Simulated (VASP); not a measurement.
# Ir (I4/mmm) in VASP: further runs

The runs below take Ir through single point, with PBEsol.

Program: VASP 6.6.1. These are calculated values, not measurements. Logs are shortened: lines on timing, memory, paths and dates and some standing lists are left out, and cuts for length are marked.

**1. The cell of the first run**

The structure is tetragonal, space group I4/mmm (No. 139). The conventional cell has a = 2.419 Å, b = 2.419 Å, c = 4.837 Å, α = 90.00°, β = 90.00°, γ = 90.00°. Ir (site symmetry 4/mmm) has 12 Ir at 2.42 to 2.96 Å within 3.2 Å.

**2. Single point, PBEsol**

The input, INCAR:

```
PREC = Accurate ; ENCUT = 520
EDIFF = 1E-6 ; ISMEAR = 0
SIGMA = 0.15 ; LREAL = F
LASPH = T ; NELM = 80
ALGO = Fast ; ISIF = 2
LWAVE = F ; LCHARG = T
GGA = PS ; LELF = T
LVHAR = T ; NBANDS = 10
```

The input, KPOINTS:

```
regular mesh
0
Gamma
  24 24 24
```

The input, POSCAR:

```
Ir
1.0
    0.0000000000      1.7103443674      2.4184269355
    1.7103443674      0.0000000000      2.4184269355
    1.7103443674      1.7103443674      0.0000000000
Ir
1
Direct
    0.0000000000      0.0000000000      0.0000000000
```

Potentials or basis: VASP PAW PBE potentials, release 64 (Ir).

Run with:

```
$ cat potpaw_PBE.64/Ir/POTCAR > POTCAR
$ mpirun -np 1 vasp_std > vasp.out
```

OUTCAR:

```text
PREC = Accurate
   ENCUT = 520
   EDIFF = 1E-6
   ISMEAR = 0
   LREAL = F
   LASPH = T
   NELM = 80
   ISIF = 2
   GGA = PS

 ion  position               nearest neighbor table
   1  0.000  0.000  0.000-

  LATTYP: Found a body centered tetragonal cell.
 ALAT       =     2.4187922007
 C/A-ratio  =     1.9996979772

  Lattice vectors:

 A1 = (  -1.7103443674,   0.0000000000,   2.4184269355)
 A2 = (   1.7103443674,   0.0000000000,   2.4184269355)
 A3 = (   0.0000000000,   1.7103443674,  -2.4184269355)

Analysis of symmetry for initial positions (statically):
=====================================================================
 Subroutine PRICEL returns:
 Original cell was already a primitive cell.

 Routine SETGRP: Setting up the symmetry group for a
 body centered tetragonal supercell.

 Subroutine GETGRP returns: Found 16 space group operations
 (whereof 16 operations were pure point group operations)
 out of a pool of 16 trial point group operations.

The static configuration has the point symmetry D_4h.

Analysis of symmetry for dynamics (positions and initial velocities):
=====================================================================
 Subroutine PRICEL returns:
 Original cell was already a primitive cell.

 Routine SETGRP: Setting up the symmetry group for a
 body centered tetragonal supercell.

 Subroutine GETGRP returns: Found 16 space group operations
 (whereof 16 operations were pure point group operations)
 out of a pool of 16 trial point group operations.

The dynamic configuration has the point symmetry D_4h.

 Subroutine INISYM returns: Found 16 space group operations
 (whereof 16 operations are pure point group operations),
 and found     1 'primitive' translations

----------------------------------------------------------------------------------------

                                     Primitive cell

  volume of cell :      14.1491

  direct lattice vectors                    reciprocal lattice vectors
     0.000000000  1.710344367  2.418426935    -0.292338788  0.292338788  0.206745961
     1.710344367  0.000000000  2.418426935     0.292338788 -0.292338788  0.206745961
     1.710344367  1.710344367  0.000000000     0.292338788  0.292338788 -0.206745961

  length of vectors
     2.962105112  2.962105112  2.418792201     0.462242173  0.462242173  0.462242173

  position of ions in fractional coordinates (direct lattice)
[... 76 lines left out ...]
   NELM   =     80;   NELMIN=  2; NELMDL= -5     # of ELM steps
   EDIFF  = 0.1E-05   stopping-criterion for ELM
   LREAL  =      F    real-space projection
   EDIFFG = 0.1E-04   stopping-criterion for IOM
   NSW    =      0    number of steps for IOM
   IBRION =     -1    ionic relax: 0-MD 1-quasi-New 2-CG
   NFREE  =      0    steps in history (QN), initial steepest desc. (CG)
   ISIF   =      2    stress and relaxation
   ISYM   =      2    0-nonsym 1-usesym 2-fastsym
   POTIM  = 0.5000    time-step for ionic-motion
   TEBEG  =    0.0;   TEEND  =   0.0 temperature during run
   PSTRESS=    0.0 pullay stress
   NELECT =       9.0000    total number of electrons
   NUPDOWN=      -1.0000    fix difference up-down
   EMIN   =  10.00;   EMAX   =-10.00  energy-range for DOS
   EFERMI =   0.00;   METHOD = LEGACY
   ISMEAR =     0;   SIGMA  =   0.15  broadening in eV -4-tet -1-fermi 0-gaus
   EFERMI_NEDOS =   21; number of points for ismear=-14 and -15
   IALGO  =     68    algorithm
   IMIX   =      4    mixing-type and parameters
     AMIX     =   0.40;   BMIX     =  1.00
     AMIX_MAG =   1.60;   BMIX_MAG =  1.00
  volume/ion in A,a.u.               =      14.15        95.48
  Fermi-wavevector in a.u.,A,eV,Ry     =   1.407923  2.660589 26.970118  1.982248
  Thomas-Fermi vector in A             =   2.530133
   LORBIT       =      0    0 simple, 1 ext, 2 COOP (PROOUT), +10 PAW based schemes
   GGA     = PS    functional components
   LHFCALC =     F    Hartree Fock is set to
   AEXX    =    0.0000 exact exchange contribution
   IVDW    =     0    specifies the selected vdW correction
   LEPSILON=     F    determine dielectric tensor
   LRPA    =     F    only Hartree local field effects (RPA)
 non-spin polarized calculation
 RMM-DIIS sequential band-by-band and
 Gauss-broadening in eV      SIGMA  =   0.15
  energy-cutoff  :      520.00
  volume of cell :       14.15
 maximum number of plane-waves:       405
 NGX is ok and might be reduce to    24

 number of electron       9.0000000 magnetization

 Free energy of the ion-electron system (eV)
  ---------------------------------------------------
  ext. energy  EPLUGINS =         0.00000000
  ---------------------------------------------------
  free energy    TOTEN  =        -8.67292470 eV

  energy without entropy =       -8.65893291  energy(sigma->0) =       -8.66592881

 E-fermi :  10.1485     XC(G=0): -14.0327

 val. band max:       10.1472897289   @ k =   0.4583   0.0417   0.2500
 cond. band min:      10.1502679283   @ k =  -0.3750   0.3750   0.1667
 fundamental gap:      0.0029781994
 Fermi energy:        10.1485416844

 k-point     1 :       0.0000    0.0000    0.0000
  band No.  band energies     occupation
      1      -0.8827      2.00000
      2       3.3499      2.00000
      3       5.4443      2.00000
      4       8.7970      2.00000
      5       8.7970      2.00000
      6      11.8698      0.00000
      7      24.3176      0.00000
      8      26.5218      0.00000
      9      33.6204      0.00000
     10      33.6204      0.00000
[... 287 lines left out ...]
 k-point    24 :       0.4583    0.0417    0.0000
  band No.  band energies     occupation
      1       2.3628      2.00000
      2       4.2308      2.00000
      3       8.4338      2.00000
      4       9.2019      2.00000
      5      10.7398      0.00000
      6      10.8588      0.00000
      7      19.2603      0.00000
      8      22.1587      0.00000
      9      31.5260      0.00000
     10      34.4051      0.00000

 [... further k-points ...]
[... 5 lines left out ...]
  --------------------------------------------------------------------------------------
  -------------------------------------------------------------------------------------
  Total        5.8047826      5.8047826     -3.0559384      0.0000000     -0.0000000      0.0000000
  in kB      657.3042666    657.3042666   -346.0390352      0.0000000     -0.0000000      0.0000000
  external PRESSURE =     322.8564993 kB  Pullay stress =       0.0000000 kB

 VOLUME and BASIS-vectors are now :
 -----------------------------------------------------------------------------
  energy-cutoff  :      520.00
  volume of cell :       14.15
      direct lattice vectors                 reciprocal lattice vectors
     0.000000000  1.710344367  2.418426935    -0.292338788  0.292338788  0.206745961
     1.710344367  0.000000000  2.418426935     0.292338788 -0.292338788  0.206745961
     1.710344367  1.710344367  0.000000000     0.292338788  0.292338788 -0.206745961

 POSITION                                       TOTAL-FORCE (eV/Angst)
 -----------------------------------------------------------------------------------
      0.00000      0.00000      0.00000        -0.000000     -0.000000      0.000000
 -----------------------------------------------------------------------------------
    total drift:                               -0.000000     -0.000000     -0.000000

  FREE ENERGIE OF THE ION-ELECTRON SYSTEM (eV)
  ---------------------------------------------------
  free  energy   TOTEN  =        -8.6729247008 eV

  energy  without entropy=       -8.6589329105  energy(sigma->0) =       -8.66592881
```

stdout:

```text
POSCAR found type information on POSCAR Ir
 POSCAR found :  1 types and       1 ions
 scaLAPACK will be used
 -----------------------------------------------------------------------------
|                                                                             |
|                                                                             |
|     You enforced a specific xc type in the INCAR file but a different       |
|     I HOPE YOU KNOW WHAT YOU ARE DOING!                                     |
|                                                                             |
 -----------------------------------------------------------------------------

 LDA part: xc-table for (Slater+PW92), standard interpolation
 POSCAR, INCAR and KPOINTS ok, starting setup
 FFT: planning ... GRIDC
 FFT: planning ... GRID_SOFT
 FFT: planning ... GRID
 WAVECAR not read
 entering main loop
```

Run time: 3.1 min. Hardware: 1 thread of AMD EPYC 9R45 (Zen 5), shared host; peak memory 0.24 GiB.

What came out:

| Item | Value |
| --- | --- |
| Free energy | -8.6729 eV |
| Pressure | 32.3 GPa |

Stress tensor (GPa, compression positive):
```
 65.73   0.00   0.00
  0.00  65.73   0.00
  0.00   0.00 -34.60
```

Caveat: the PAW data sets were made with another functional, which shifts forces and pressure a little; spin-orbit coupling is left out, which moves the levels of the heavy elements.

**3. Single point, PBEsol**

This run uses another cell than the first one, of the same volume but with other edges.

The input, INCAR:

```
SYSTEM = Ir
PREC = Accurate
ENCUT = 520
EDIFF = 1E-6
ISMEAR = 0
SIGMA = 0.15
LREAL = .FALSE.
LASPH = .TRUE.
NELM = 80
ALGO = Fast
ISIF = 2
LWAVE = .FALSE.
LCHARG = .FALSE.
GGA = PS
NBANDS = 10
```

The input, KPOINTS:

```
regular mesh
0
G
  24 24 24
  0 0 0
```

The input, POSCAR:

```
Ir
1.0
    0.0000000000      2.0265643084      1.7225796622
    2.0265643084      0.0000000000      1.7225796622
    2.0265643084      2.0265643084      0.0000000000
Ir
1
Direct
    0.0000000000      0.0000000000      0.0000000000
```

Potentials or basis: VASP PAW PBE potentials, release 64 (Ir).

Run with:

```
$ cat potpaw_PBE.64/Ir/POTCAR > POTCAR
$ mpirun -np 1 vasp_std > vasp.out
```

Wall time 3.2 min (1 thread of AMD EPYC 9R45 (Zen 5), shared host); peak memory 0.24 GiB.

The run converged. Its results:

| Property | Result |
| --- | --- |
| Free energy | -9.5655 eV |
| Pressure | 3.6 GPa |

Stress tensor (GPa, compression positive):
```
-12.42   0.00   0.00
  0.00 -12.42   0.00
  0.00   0.00  35.56
```

Levels at points of the mesh, in eV from the Fermi level:
```csv
k point,band 1,band 2,band 3,band 4,band 5,band 6,band 7,band 8
"(0.00, 0.00, 0.00)",-11.10,-4.22,-4.22,-2.52,-2.39,-0.17,14.89,18.32
"(0.50, 0.00, 0.00)",-8.04,-4.97,-2.59,-0.65,0.29,1.65,7.54,13.56
"(0.50, 0.50, 0.00)",-7.68,-7.45,0.98,1.61,1.61,4.29,9.83,9.83
"(0.50, 0.00, 0.50)",-7.91,-6.94,0.56,0.56,0.66,2.22,9.26,12.01
```

Caveat: the PAW data sets were made with another functional, which shifts forces and pressure a little; spin-orbit coupling is left out, which moves the levels of the heavy elements.
